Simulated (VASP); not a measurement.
# Cr (Im-3m) in VASP: a series of runs, part 2 of 2

VASP 6.6.1. Earlier steps stand in the parts before.

## Step 4: Single point, LDA, collinear spin, ferromagnetic start

This run uses another cell than the first one, of 11.99 Å³/atom.

INCAR reads:

```
  PREC = Accurate
  ENCUT = 520
  EDIFF = 1E-6
  ISMEAR = 0
  SIGMA = 0.05
  LREAL = False
  LASPH = True
  NELM = 150
  ALGO = Normal
  ISIF = 2
  LWAVE = False
  LCHARG = False
  ISPIN = 2
  MAGMOM = 2
  LORBIT = 11
  LMAXMIX = 4
  NBANDS = 16
```

KPOINTS reads:

```
Automatic mesh
0
Gamma
  22 22 22
```

POSCAR reads:

```
Cr
1.0
   -1.4419500000      1.4419500000      1.4419500000
    1.4419500000     -1.4419500000      1.4419500000
    1.4419500000      1.4419500000     -1.4419500000
Cr
1
Direct
    0.0000000000      0.0000000000      0.0000000000
```

Potentials or basis: VASP PAW LDA potentials, release 64 (Cr_pv).

On the command line:

```bash
> cat potpaw_LDA.64/Cr_pv/POTCAR > POTCAR
> mpirun -np 1 vasp_std > vasp.out
```

OUTCAR:

```text
PREC = Accurate
   ENCUT = 520
   EDIFF = 1E-6
   ISMEAR = 0
   LREAL = False
   LASPH = True
   NELM = 150
   ISIF = 2
   ISPIN = 2
   LORBIT = 11

 ion  position               nearest neighbor table
   1  0.000  0.000  0.000-

  LATTYP: Found a body centered cubic cell.
 ALAT       =     2.8839000000

  Lattice vectors:

 A1 = (  -1.4419500000,   1.4419500000,   1.4419500000)
 A2 = (   1.4419500000,  -1.4419500000,   1.4419500000)
 A3 = (   1.4419500000,   1.4419500000,  -1.4419500000)

Analysis of symmetry for initial positions (statically):
=====================================================================
 Subroutine PRICEL returns:
 Original cell was already a primitive cell.

 Routine SETGRP: Setting up the symmetry group for a
 body centered cubic supercell.

 Subroutine GETGRP returns: Found 48 space group operations
 (whereof 48 operations were pure point group operations)
 out of a pool of 48 trial point group operations.

The static configuration has the point symmetry O_h .

Analysis of symmetry for dynamics (positions and initial velocities):
=====================================================================
 Subroutine PRICEL returns:
 Original cell was already a primitive cell.

 Routine SETGRP: Setting up the symmetry group for a
 body centered cubic supercell.

 Subroutine GETGRP returns: Found 48 space group operations
 (whereof 48 operations were pure point group operations)
 out of a pool of 48 trial point group operations.

The dynamic configuration has the point symmetry O_h .

Analysis of structural, dynamic, and magnetic symmetry:
=====================================================================
 Subroutine PRICEL returns:
 Original cell was already a primitive cell.

 Routine SETGRP: Setting up the symmetry group for a
 body centered cubic supercell.

 Subroutine GETGRP returns: Found 48 space group operations
 (whereof 48 operations were pure point group operations)
 out of a pool of 48 trial point group operations.

[... 134 lines left out ...]
   NGX =  9   NGY =  9   NGZ =  9

 number of electron      11.9999992 magnetization       0.0003384

 number of electron      11.9999992 magnetization      -0.0001462

 Free energy of the ion-electron system (eV)
  ---------------------------------------------------
  ext. energy  EPLUGINS =         0.00000000
  ---------------------------------------------------
  free energy    TOTEN  =       -10.53155035 eV

  energy without entropy =      -10.53005791  energy(sigma->0) =      -10.53080413

 E-fermi :  10.2608     XC(G=0): -13.7836

 val. band max:       10.2571699616   @ k =  -0.1818   0.1818   0.0455
 cond. band min:      10.2641623916   @ k =  -0.2727   0.2727   0.1364
 fundamental gap:      0.0069924299
 Fermi energy:        10.2608183111

 spin component 1

 k-point     1 :       0.0000    0.0000    0.0000
  band No.  band energies     occupation
      1     -32.1290      1.00000
      2     -32.1290      1.00000
      3     -32.1290      1.00000
      4       2.6056      1.00000
      5       9.3839      1.00000
      6       9.3839      1.00000
[... 435 lines left out ...]
      5       8.9173      1.00000
      6       9.0399      1.00000
[... 8 lines left out ...]
     15      38.0935      0.00000
     16      40.5590      0.00000

 [... further k-points ...]

 spin component 2

 k-point     1 :       0.0000    0.0000    0.0000
  band No.  band energies     occupation
      1     -32.1290      1.00000
      2     -32.1290      1.00000
      3     -32.1290      1.00000
      4       2.6055      1.00000
      5       9.3837      1.00000
      6       9.3837      1.00000
[... 435 lines left out ...]
      5       8.9171      1.00000
      6       9.0397      1.00000
[... 8 lines left out ...]
     15      38.0934      0.00000
     16      40.5588      0.00000

 [... further k-points ...]

------------------------ aborting loop because EDIFF is reached ----------------------------------------

  FORCE on cell =-STRESS in cart. coord.  units (eV):
  Direction    XX          YY          ZZ          XY          YZ          ZX
  --------------------------------------------------------------------------------------
  -------------------------------------------------------------------------------------
  Total       -1.8375243     -1.8375243     -1.8375243      0.0000000     -0.0000000      0.0000000
  in kB     -245.4895927   -245.4895927   -245.4895927      0.0000000     -0.0000000      0.0000000
  external PRESSURE =    -245.4895927 kB  Pullay stress =       0.0000000 kB

 VOLUME and BASIS-vectors are now :
 -----------------------------------------------------------------------------
  energy-cutoff  :      520.00
  volume of cell :       11.99
      direct lattice vectors                 reciprocal lattice vectors
    -1.441950000  1.441950000  1.441950000     0.000000000  0.346752661  0.346752661
     1.441950000 -1.441950000  1.441950000     0.346752661  0.000000000  0.346752661
     1.441950000  1.441950000 -1.441950000     0.346752661  0.346752661  0.000000000

 POSITION                                       TOTAL-FORCE (eV/Angst)
 -----------------------------------------------------------------------------------
      0.00000      0.00000      0.00000        -0.000000      0.000000     -0.000000
 -----------------------------------------------------------------------------------
    total drift:                                0.000000     -0.000000      0.000000

  FREE ENERGIE OF THE ION-ELECTRON SYSTEM (eV)
  ---------------------------------------------------
  free  energy   TOTEN  =       -10.5315503525 eV

  energy  without entropy=      -10.5300579130  energy(sigma->0) =      -10.53080413

 total charge

# of ion       s       p       d       tot
------------------------------------------
    1        0.415   6.376   4.192  10.984

 magnetization (x)

# of ion       s       p       d       tot
------------------------------------------
    1        0.000  -0.000  -0.000  -0.000
```

stdout:

```text
POSCAR found type information on POSCAR Cr
 POSCAR found :  1 types and       1 ions
 scaLAPACK will be used
 LDA part: xc-table for (Slater(with rela. corr.)+CA(PZ))
 , standard interpolation
 POSCAR, INCAR and KPOINTS ok, starting setup
 FFT: planning ... GRIDC
 FFT: planning ... GRID_SOFT
 FFT: planning ... GRID
 WAVECAR not read
 entering main loop
```

Run time: 97 s. Hardware: 1 thread of Intel Xeon Platinum 8259CL at 2.50GHz (Skylake/Cascade Lake), shared host; peak memory 0.19 GiB.

Results:

* Free energy: -10.5316 eV
* Pressure: -24.5 GPa
* Band gap on the k mesh: zero (filled and empty bands overlap)
* Net moment: 0.00 μB per cell
* Valence electrons inside the program's atomic spheres: Cr 10.98

Levels at points of the mesh, in eV from the Fermi level:
Spin up:
```csv
k point,band 3,band 4,band 5,band 6,band 7,band 8,band 9,band 10
"(0.00, 0.00, 0.00)",-42.39,-7.66,-0.88,-0.88,-0.88,1.02,1.02,5.31
"(0.50, 0.00, 0.00)",-42.39,-4.26,-2.34,1.03,1.11,1.34,2.71,5.31
"(0.50, 0.50, 0.50)",-42.97,-4.13,-4.13,2.34,2.34,2.34,5.31,10.27
```
Spin down:
| k point | band 2 | band 3 | band 4 | band 5 | band 6 | band 7 | band 8 | band 9 | band 10 | band 11 |
| --- | --- | --- | --- | --- | --- | --- | --- | --- | --- | --- |
| (0.00, 0.00, 0.00) | -42.39 | -42.39 | -7.66 | -0.88 | -0.88 | -0.88 | 1.02 | 1.02 | 5.31 | 22.05 |
| (0.50, 0.00, 0.00) | -42.66 | -42.39 | -4.26 | -2.34 | 1.03 | 1.11 | 1.34 | 2.71 | 5.31 | 9.50 |
| (0.50, 0.50, 0.50) | -42.97 | -42.97 | -4.13 | -4.13 | 2.34 | 2.34 | 2.34 | 5.31 | 10.27 | 10.27 |

Caveat: the cell stands under tension.
